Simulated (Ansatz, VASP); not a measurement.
**P: VASP beside Ansatz**

Contents of INCAR:

```
SYSTEM = P
PREC = Accurate ; ENCUT = 520
EDIFF = 1E-6 ; ISMEAR = 0
SIGMA = 0.15 ; LREAL = .False.
LASPH = .True. ; NELM = 60
ALGO = Normal ; ISIF = 2
LWAVE = .False. ; LCHARG = .False.
GGA = PS ; NBANDS = 12
```

File KPOINTS:

```
regular mesh
0
Gamma
  18 18 18
  0 0 0
```

The input POSCAR:

```
P
1.0
   -1.8268308465      2.7163782403      1.7845863704
    1.8268308465     -2.7163782403      1.7845863704
    1.8268308465      2.7163782403     -1.7845863704
P
2
Direct
    0.8033091100      0.0533091100      0.7500000000
    0.1966908900      0.9466908900      0.2500000000
```

Input for Ansatz:

```yaml
crystal:
  lattice:
    - [-1.8268308465, 2.7163782403, 1.7845863704]
    - [1.8268308465, -2.7163782403, 1.7845863704]
    - [1.8268308465, 2.7163782403, -1.7845863704]
  atoms:
    - { symbol: P, position: [0.80330911, 0.05330911, 0.75] }
    - { symbol: P, position: [0.19669089, 0.94669089, 0.25] }
basis:
  ecutwfc: 420
kpoints:
  mp_grid: { grid: [18, 18, 18] }
hamiltonian:
  xc: pbesol
scf:
  occupations: { method: gaussian, width: 0.15 }
output:
  forces: true
  stress: true
  eigenvalues: true
```

Change from the starting cell: strain +0.080 along x and y, -0.040 along z, atoms carried along.

Alike in both runs: task single point; functional PBEsol; k mesh 18 × 18 × 18; occupations gaussian, width 0.15 eV; no spin polarisation.

|  | VASP | Ansatz |
| --- | --- | --- |
| version | VASP 6.6.1 | Ansatz 0.2.0 |
| potentials or method | VASP PAW PBE potentials, release 64 (P), cutoff 520 eV | scalar-relativistic, plane waves, PAW |
| valence electrons in the cell | 10 | 10 |

|  | VASP | Ansatz | Ansatz less VASP |
| --- | --- | --- | --- |
| gap on the k mesh at the Fermi level (eV) | none | none | - |
| pressure (GPa) | -10.2 | -10.2 | -0.01 |
| traceless stress, the component that is largest in VASP (GPa) | 10.81 | 10.73 | -0.076 |
| rms of the force components (eV/Å) | 0.088 | 0.101 | +0.0125 |

VASP's potentials were made for PBE, not for PBEsol. Atom by atom the forces differ by 0.013 eV/Å (rms over components). A gap of «none» marks a metal or a gap that the smearing closes. The functional is the same, so the differences come from potentials, cutoffs and numerics.
